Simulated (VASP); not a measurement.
Wanted: the native input for a VASP 6.6.1 run.

```
Task                   : single point
Functional             : r2SCAN
Dispersion             : D3(BJ)
Potentials or basis    : VASP PAW PBE potentials, release 64 (Li_sv)
Cutoff                 : 830 eV
k mesh                 : 11 × 11 × 11
Occupations            : fermi-dirac, width 0.1 eV
Spin                   : no spin polarisation
Dipole correction      : no
Further INCAR settings : ALGO = Normal; EDIFF = 1e-06; NBANDS = 8
```

Crystal: Li.

```
Li
1.0
    -1.75465    1.75465    1.75465
     1.75465   -1.75465    1.75465
     1.75465    1.75465   -1.75465
Li
1
Direct
  0.00000 0.00000 0.00000
```

One way to write it, as run:

POSCAR

```
Li
1.0
   -1.7546500000      1.7546500000      1.7546500000
    1.7546500000     -1.7546500000      1.7546500000
    1.7546500000      1.7546500000     -1.7546500000
Li
1
Direct
    0.0000000000      0.0000000000      0.0000000000
```

INCAR.step1

```
PREC     = Accurate       # precision mode
ENCUT    = 830            # plane-wave cutoff, eV
ISMEAR   = -1             # smearing method
SIGMA    = 0.1            # smearing width, eV
LREAL    = F              # projectors in reciprocal space
LASPH    = T              # aspherical terms in the spheres
NELM     = 120            # most SCF steps
NBANDS   = 8              # bands
GGA      = PE             # functional
ALGO     = Normal         # electronic algorithm
EDIFF    = 1E-5           # SCF threshold, eV
LWAVE    = T              # write WAVECAR
LCHARG   = F              # write CHGCAR
GGA_COMPAT= F
```

INCAR.step2

```
PREC     = Accurate       # precision mode
ENCUT    = 830            # plane-wave cutoff, eV
EDIFF    = 1E-6           # SCF threshold, eV
ISMEAR   = -1             # smearing method
SIGMA    = 0.1            # smearing width, eV
LREAL    = F              # projectors in reciprocal space
LASPH    = T              # aspherical terms in the spheres
NELM     = 120            # most SCF steps
ALGO     = Normal         # electronic algorithm
ISIF     = 2              # what is computed and relaxed
LWAVE    = F              # write WAVECAR
LCHARG   = F              # write CHGCAR
METAGGA  = R2SCAN         # meta-GGA
LMIXTAU  = T            
IVDW     = 12             # dispersion correction
VDW_S6   = 1.0          
VDW_S8   = 0.78981345   
VDW_A1   = 0.49484001   
VDW_A2   = 5.73083694   
NBANDS   = 8              # bands
ISTART   = 1            
GGA_COMPAT= F
```

KPOINTS

```
Automatic mesh
0
Gamma
  11 11 11
```

Potentials or basis: VASP PAW PBE potentials, release 64 (Li_sv).

Command:

```console
$ cat potpaw_PBE.64/Li_sv/POTCAR > POTCAR
$ cp INCAR.step1 INCAR
$ mpirun -np 1 vasp_std > vasp.out
$ cp INCAR.step2 INCAR
$ mpirun -np 1 vasp_std > vasp.out
```

It gave:

```
Pressure                   : -1.0 GPa
Band gap on the k mesh     : zero (an odd number of electrons rules out a gap without spin polarisation)
Dispersion energy per atom : -0.075 eV
```

Caveat: the PAW data sets were made with another functional, which shifts forces and pressure a little.

Run time: 94 s on 1 thread of AMD EPYC 7R43 64-Core Processor (Zen 3) (shared host), peak memory 0.14 GiB.
